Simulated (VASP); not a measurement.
AlRu: single point with PBE

Crystal: AlRu.

```
Al Ru
1.0
     2.90185    0.00000    0.00000
     0.00000    2.90185    0.00000
     0.00000    0.00000    3.08135
Al Ru
1 1
Direct
  0.00000 0.00000 0.00000
  0.50000 0.50000 0.50000
```

This cell differs from its parent crystal: strain -0.030 along x and y, +0.030 along z.

```yaml
Program: VASP 6.6.1
Task: single point
Functional: PBE
Potentials_or_basis: VASP PAW PBE potentials, release 64 (Al, Ru_pv)
Cutoff: 520 eV
k_mesh: 16 × 16 × 16
Occupations: gaussian, width 0.15 eV
Spin: no spin polarisation
```

```json
{"Pressure": "10.2 GPa"}
```

Stress tensor (GPa, compression positive):
```
13.76  0.00  0.00
 0.00 13.76  0.00
 0.00  0.00  3.04
```

Levels at points of the mesh, in eV from the Fermi level:
| k point | band 5 | band 6 | band 7 | band 8 | band 9 | band 10 | band 11 | band 12 | band 13 | band 14 |
| --- | --- | --- | --- | --- | --- | --- | --- | --- | --- | --- |
| (0.00, 0.00, 0.00) | -3.81 | -3.76 | 0.05 | 0.05 | 0.43 | 5.00 | 6.83 | 6.83 | 10.98 | 11.11 |
| (0.50, 0.00, 0.00) | -5.36 | -2.87 | -2.19 | -1.47 | 0.36 | 2.74 | 7.32 | 10.15 | 11.70 | 12.56 |
| (0.50, 0.50, 0.00) | -3.06 | -1.62 | -1.62 | -1.19 | -1.19 | 1.86 | 6.04 | 6.76 | 9.92 | 12.09 |
| (0.00, 0.00, 0.50) | -6.02 | -3.09 | -1.44 | -1.44 | 0.62 | 1.67 | 7.47 | 11.70 | 11.70 | 13.18 |
| (0.50, 0.00, 0.50) | -3.29 | -1.74 | -1.31 | -1.16 | -0.97 | 1.39 | 5.31 | 6.36 | 11.32 | 12.10 |
| (0.50, 0.50, 0.50) | -4.80 | -4.80 | 1.44 | 1.93 | 2.75 | 3.92 | 4.33 | 4.33 | 8.47 | 8.47 |

Wall time 35 s on 1 thread of Intel(R) Xeon(R) 6975P-C (Granite Rapids), on a shared host, peak memory 0.27 GiB.

Caveat: the cell differs from its parent crystal (strain -0.030 along x and y, +0.030 along z).
